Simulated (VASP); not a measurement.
# Lu (Fm-3m) in VASP: a series of runs

Lu is run at these levels: revPBE; tasks: single point.

Program: VASP 6.6.1. These are calculated values, not measurements. Logs are shortened: lines on timing, memory, paths and dates and some standing lists are left out, and cuts for length are marked.

### 1 The cell of the first run

The structure is cubic, space group Fm-3m (No. 225). The conventional cell has a = 4.942 Å, b = 4.942 Å, c = 4.942 Å, α = 90.00°, β = 90.00°, γ = 90.00°. Lu (site symmetry m-3m) has 12 Lu at 3.49 Å within 4.6 Å.

### 2 Single point, revPBE

Input file INCAR:

```
SYSTEM = Lu
PREC     = Accurate       ! precision mode
ENCUT    = 520            ! plane-wave cutoff, eV
EDIFF    = 1E-6           ! SCF threshold, eV
ISMEAR   = -1             ! smearing method
SIGMA    = 0.1            ! smearing width, eV
LREAL    = .FALSE.        ! projectors in reciprocal space
LASPH    = .TRUE.         ! aspherical terms in the spheres
NELM     = 100            ! most SCF steps
ALGO     = Normal         ! electronic algorithm
ISIF     = 2              ! what is computed and relaxed
LWAVE    = .FALSE.        ! write WAVECAR
LCHARG   = .FALSE.        ! write CHGCAR
GGA      = RE             ! functional
NBANDS   = 18             ! bands
```

Input file KPOINTS:

```
regular mesh
0
G
  12 12 12
  0 0 0
```

Input file POSCAR:

```
Lu
1.0
    0.0000000000      2.4712062923      2.4712062923
    2.4712062923      0.0000000000      2.4712062923
    2.4712062923      2.4712062923      0.0000000000
Lu
1
Direct
    0.0000000000      0.0000000000      0.0000000000
```

Potentials or basis: VASP PAW PBE potentials, release 64 (Lu).

Launch:

```sh
$ cat potpaw_PBE.64/Lu/POTCAR > POTCAR
$ mpirun -np 1 vasp_std > vasp.out
```

OUTCAR:

```text
SYSTEM = Lu
   PREC = Accurate
   ENCUT = 520
   EDIFF = 1E-6
   ISMEAR = -1
   LREAL = .FALSE.
   LASPH = .TRUE.
   NELM = 100
   ISIF = 2
   GGA = RE

 ion  position               nearest neighbor table
   1  0.000  0.000  0.000-

  LATTYP: Found a face centered cubic cell.
 ALAT       =     4.9424125846

  Lattice vectors:

 A1 = (   0.0000000000,   2.4712062923,   2.4712062923)
 A2 = (   2.4712062923,   0.0000000000,   2.4712062923)
 A3 = (   2.4712062923,   2.4712062923,   0.0000000000)

Analysis of symmetry for initial positions (statically):
=====================================================================
 Subroutine PRICEL returns:
 Original cell was already a primitive cell.

 Routine SETGRP: Setting up the symmetry group for a
 face centered cubic supercell.

 Subroutine GETGRP returns: Found 48 space group operations
 (whereof 48 operations were pure point group operations)
 out of a pool of 48 trial point group operations.

The static configuration has the point symmetry O_h .

Analysis of symmetry for dynamics (positions and initial velocities):
=====================================================================
 Subroutine PRICEL returns:
 Original cell was already a primitive cell.

 Routine SETGRP: Setting up the symmetry group for a
 face centered cubic supercell.

 Subroutine GETGRP returns: Found 48 space group operations
 (whereof 48 operations were pure point group operations)
 out of a pool of 48 trial point group operations.

The dynamic configuration has the point symmetry O_h .

 Subroutine INISYM returns: Found 48 space group operations
 (whereof 48 operations are pure point group operations),
 and found     1 'primitive' translations

----------------------------------------------------------------------------------------

                                     Primitive cell

  volume of cell :      30.1826

  direct lattice vectors                    reciprocal lattice vectors
     0.000000000  2.471206292  2.471206292    -0.202330336  0.202330336  0.202330336
     2.471206292  0.000000000  2.471206292     0.202330336 -0.202330336  0.202330336
     2.471206292  2.471206292  0.000000000     0.202330336  0.202330336 -0.202330336

  length of vectors
     3.494813454  3.494813454  3.494813454     0.350446422  0.350446422  0.350446422

  position of ions in fractional coordinates (direct lattice)
     0.000000000  0.000000000  0.000000000

  ion indices of the primitive-cell ions
   primitive index   ion index
                 1           1

----------------------------------------------------------------------------------------

 KPOINTS: regular mesh

Automatic generation of k-mesh.
 Grid dimensions read from file:
 generate k-points for:   12   12   12

 Generating k-lattice:

  Cartesian coordinates                     Fractional coordinates (reciprocal lattice)
    -0.016860861  0.016860861  0.016860861     0.083333333  0.000000000  0.000000000
     0.016860861 -0.016860861  0.016860861     0.000000000  0.083333333  0.000000000
     0.016860861  0.016860861 -0.016860861     0.000000000  0.000000000  0.083333333

  Length of vectors
     0.029203869  0.029203869  0.029203869

  Shift w.r.t. Gamma in fractional coordinates (k-lattice)
     0.000000000  0.000000000  0.000000000

 Subroutine IBZKPT returns following result:
 ===========================================

 Found     72 irreducible k-points:

 Following reciprocal coordinates:
            Coordinates               Weight
  0.000000  0.000000  0.000000      1.000000
  0.083333  0.000000  0.000000      8.000000
  0.166667  0.000000  0.000000      8.000000
  0.250000  0.000000  0.000000      8.000000
  0.333333  0.000000  0.000000      8.000000
  0.416667  0.000000  0.000000      8.000000
[... 16 lines left out ...]
  0.500000  0.166667  0.000000     24.000000
 -0.416667  0.166667  0.000000     24.000000
 [... further k-points ...]
   k-points           NKPTS =     72   k-points in BZ     NKDIM =     72   number of bands    NBANDS=     18
   number of dos      NEDOS =    301   number of ions     NIONS =      1
   total plane-waves  NPLWV =  21952
   dimension x,y,z NGX =    28 NGY =   28 NGZ =   28
   dimension x,y,z NGXF=    56 NGYF=   56 NGZF=   56
   ions per type =               1
   NGX,Y,Z   is equivalent  to a cutoff of  13.32, 13.32, 13.32 a.u.
   NGXF,Y,Z  is equivalent  to a cutoff of  26.64, 26.64, 26.64 a.u.
 SYSTEM =  Lu
   PREC   = accura    normal or accurate (medium, high low for compatibility)
   ISTART =      0    job   : 0-new  1-cont  2-samecut
   ICHARG =      2    charge: 1-file 2-atom 10-const
   ISPIN  =      1    spin polarized calculation?
   LNONCOLLINEAR =      F non collinear calculations
   LSORBIT =      F    spin-orbit coupling
   LASPH  =      T    aspherical Exc in radial PAW
   ENCUT  =  520.0 eV  38.22 Ry    6.18 a.u.   6.50  6.50  6.50*2*pi/ulx,y,z
   NELM   =    100;   NELMIN=  2; NELMDL= -5     # of ELM steps
   EDIFF  = 0.1E-05   stopping-criterion for ELM
   LREAL  =      F    real-space projection
   EDIFFG = 0.1E-04   stopping-criterion for IOM
   NSW    =      0    number of steps for IOM
   IBRION =     -1    ionic relax: 0-MD 1-quasi-New 2-CG
   NFREE  =      0    steps in history (QN), initial steepest desc. (CG)
   ISIF   =      2    stress and relaxation
   ISYM   =      2    0-nonsym 1-usesym 2-fastsym
   POTIM  = 0.5000    time-step for ionic-motion
   TEBEG  =    0.0;   TEEND  =   0.0 temperature during run
   PSTRESS=    0.0 pullay stress
   NELECT =      25.0000    total number of electrons
   NUPDOWN=      -1.0000    fix difference up-down
   EMIN   =  10.00;   EMAX   =-10.00  energy-range for DOS
   EFERMI =   0.00;   METHOD = LEGACY
   ISMEAR =    -1;   SIGMA  =   0.10  broadening in eV -4-tet -1-fermi 0-gaus
   EFERMI_NEDOS =   21; number of points for ismear=-14 and -15
   IALGO  =     38    algorithm
   IMIX   =      4    mixing-type and parameters
     AMIX     =   0.40;   BMIX     =  1.00
     AMIX_MAG =   1.60;   BMIX_MAG =  1.00
  volume/ion in A,a.u.               =      30.18       203.68
  Fermi-wavevector in a.u.,A,eV,Ry     =   1.537455  2.905369 32.161027  2.363769
  Thomas-Fermi vector in A             =   2.643962
   LORBIT       =      0    0 simple, 1 ext, 2 COOP (PROOUT), +10 PAW based schemes
   GGA     = RE    functional components
   LHFCALC =     F    Hartree Fock is set to
   AEXX    =    0.0000 exact exchange contribution
   IVDW    =     0    specifies the selected vdW correction
   LEPSILON=     F    determine dielectric tensor
   LRPA    =     F    only Hartree local field effects (RPA)
 non-spin polarized calculation
  energy-cutoff  :      520.00
  volume of cell :       30.18
 maximum number of plane-waves:       869
 NGX is ok and might be reduce to    28
   NGX = 13   NGY = 13   NGZ = 13

 number of electron      24.9999996 magnetization

 Free energy of the ion-electron system (eV)
  ---------------------------------------------------
  ext. energy  EPLUGINS =         0.00000000
  ---------------------------------------------------
  free energy    TOTEN  =        -4.22456812 eV

  energy without entropy =       -4.17025477  energy(sigma->0) =       -4.19741144

 E-fermi :   2.2208     XC(G=0): -10.3831

 val. band max:        2.1505316657   @ k =   0.5000   0.2500   0.0833
 cond. band min:       2.2417916735   @ k =  -0.3333   0.2500   0.0000
 fundamental gap:      0.0912600078
 Fermi energy:         2.2208002687

 k-point     1 :       0.0000    0.0000    0.0000
  band No.  band energies     occupation
      1     -54.1254      2.00000
      2     -24.5619      2.00000
      3     -24.5619      2.00000
      4     -24.5619      2.00000
      5      -3.7593      2.00000
      6      -2.8679      2.00000
[... 10 lines left out ...]
     17       6.7478      0.00000
     18      12.2953      0.00000

 k-point     2 :       0.0833    0.0000    0.0000
  band No.  band energies     occupation
      1     -54.1238      2.00000
      2     -24.5921      2.00000
      3     -24.5658      2.00000
      4     -24.5658      2.00000
      5      -3.5749      2.00000
      6      -2.8644      2.00000
[... 10 lines left out ...]
     17       6.6459      0.00000
     18      12.7234      0.00000

 k-point     3 :       0.1667    0.0000    0.0000
  band No.  band energies     occupation
      1     -54.1193      2.00000
      2     -24.6738      2.00000
      3     -24.5767      2.00000
      4     -24.5767      2.00000
      5      -3.0469      2.00000
      6      -2.8555      2.00000
[... 10 lines left out ...]
     17       6.5073      0.00000
     18      13.0697      0.00000

 k-point     4 :       0.2500    0.0000    0.0000
  band No.  band energies     occupation
      1     -54.1132      2.00000
      2     -24.7833      2.00000
      3     -24.5915      2.00000
      4     -24.5915      2.00000
      5      -2.8490      2.00000
      6      -2.8224      2.00000
[... 10 lines left out ...]
     17       6.7180      0.00000
     18      11.9903      0.00000

 k-point     5 :       0.3333    0.0000    0.0000
  band No.  band energies     occupation
      1     -54.1070      2.00000
      2     -24.8904      2.00000
      3     -24.6063      2.00000
      4     -24.6063      2.00000
      5      -2.8509      2.00000
      6      -2.8133      2.00000
[... 10 lines left out ...]
     17       7.3559      0.00000
     18      11.0598      0.00000

 k-point     6 :       0.4167    0.0000    0.0000
  band No.  band energies     occupation
      1     -54.1025      2.00000
      2     -24.9673      2.00000
      3     -24.6170      2.00000
      4     -24.6170      2.00000
      5      -2.8545      2.00000
      6      -2.8236      2.00000
[... 10 lines left out ...]
     17       8.0806      0.00000
     18      10.3331      0.00000

 k-point     7 :       0.5000    0.0000    0.0000
  band No.  band energies     occupation
      1     -54.1009      2.00000
      2     -24.9951      2.00000
      3     -24.6209      2.00000
      4     -24.6209      2.00000
      5      -2.8560      2.00000
      6      -2.8275      2.00000
[... 10 lines left out ...]
     17       8.4220      0.00000
     18      10.0055      0.00000

 k-point     8 :       0.0833    0.0833    0.0000
  band No.  band energies     occupation
      1     -54.1232      2.00000
      2     -24.5914      2.00000
      3     -24.5725      2.00000
      4     -24.5725      2.00000
      5      -3.5135      2.00000
      6      -2.8631      2.00000
[... 10 lines left out ...]
     17       6.8430      0.00000
     18      12.8757      0.00000
[... 229 lines left out ...]
     17       7.1135      0.00000
     18      14.3749      0.00000

 k-point    20 :       0.2500    0.1667    0.0000
  band No.  band energies     occupation
      1     -54.1126      2.00000
      2     -24.7409      2.00000
      3     -24.6200      2.00000
      4     -24.6174      2.00000
      5      -2.8387      2.00000
      6      -2.8230      2.00000
[... 10 lines left out ...]
     17       7.3281      0.00000
     18      13.8452      0.00000

 k-point    21 :       0.3333    0.1667    0.0000
  band No.  band energies     occupation
      1     -54.1070      2.00000
      2     -24.8291      2.00000
      3     -24.6376      2.00000
      4     -24.6361      2.00000
      5      -2.8349      2.00000
      6      -2.8155      2.00000
[... 10 lines left out ...]
     17       7.7814      0.00000
     18      12.4446      0.00000

 k-point    22 :       0.4167    0.1667    0.0000
  band No.  band energies     occupation
      1     -54.1020      2.00000
      2     -24.9059      2.00000
      3     -24.6625      2.00000
      4     -24.6455      2.00000
      5      -2.8383      2.00000
      6      -2.8188      2.00000
[... 10 lines left out ...]
     17       8.3388      0.00000
     18      10.8259      0.00000

 k-point    23 :       0.5000    0.1667    0.0000
  band No.  band energies     occupation
      1     -54.0988      2.00000
      2     -24.9514      2.00000
      3     -24.6856      2.00000
      4     -24.6458      2.00000
      5      -2.8412      2.00000
      6      -2.8274      2.00000
[... 10 lines left out ...]
     17       8.4928      0.00000
     18       9.6702      0.00000

 k-point    24 :      -0.4167    0.1667    0.0000
  band No.  band energies     occupation
      1     -54.0984      2.00000
      2     -24.9551      2.00000
      3     -24.6999      2.00000
      4     -24.6369      2.00000
      5      -2.8421      2.00000
      6      -2.8319      2.00000
[... 10 lines left out ...]
     17       8.6467      0.00000
     18       9.8022      0.00000

 [... further k-points ...]
[... 5 lines left out ...]
  --------------------------------------------------------------------------------------
  -------------------------------------------------------------------------------------
  Total        0.0358172      0.0358172      0.0358172     -0.0000000      0.0000000     -0.0000000
  in kB        1.9012753      1.9012753      1.9012753     -0.0000000      0.0000000     -0.0000000
  external PRESSURE =       1.9012753 kB  Pullay stress =       0.0000000 kB

 VOLUME and BASIS-vectors are now :
 -----------------------------------------------------------------------------
  energy-cutoff  :      520.00
  volume of cell :       30.18
      direct lattice vectors                 reciprocal lattice vectors
     0.000000000  2.471206292  2.471206292    -0.202330336  0.202330336  0.202330336
     2.471206292  0.000000000  2.471206292     0.202330336 -0.202330336  0.202330336
     2.471206292  2.471206292  0.000000000     0.202330336  0.202330336 -0.202330336

 POSITION                                       TOTAL-FORCE (eV/Angst)
 -----------------------------------------------------------------------------------
      0.00000      0.00000      0.00000         0.000000      0.000000      0.000000
 -----------------------------------------------------------------------------------
    total drift:                               -0.000000     -0.000000     -0.000000

  FREE ENERGIE OF THE ION-ELECTRON SYSTEM (eV)
  ---------------------------------------------------
  free  energy   TOTEN  =        -4.2245681181 eV

  energy  without entropy=       -4.1702547707  energy(sigma->0) =       -4.19741144
```

Run time: 16 s. Hardware: 1 thread of Intel Xeon 6975P-C (Granite Rapids), shared host; peak memory 0.19 GiB.

Results:

```
Free energy : -4.2246 eV
Pressure    : 0.2 GPa
```

Caveat: the PAW data sets were made with another functional, which shifts forces and pressure a little; spin-orbit coupling is left out, which moves the levels of the heavy elements.

(Part 1 of 2 ends here.)
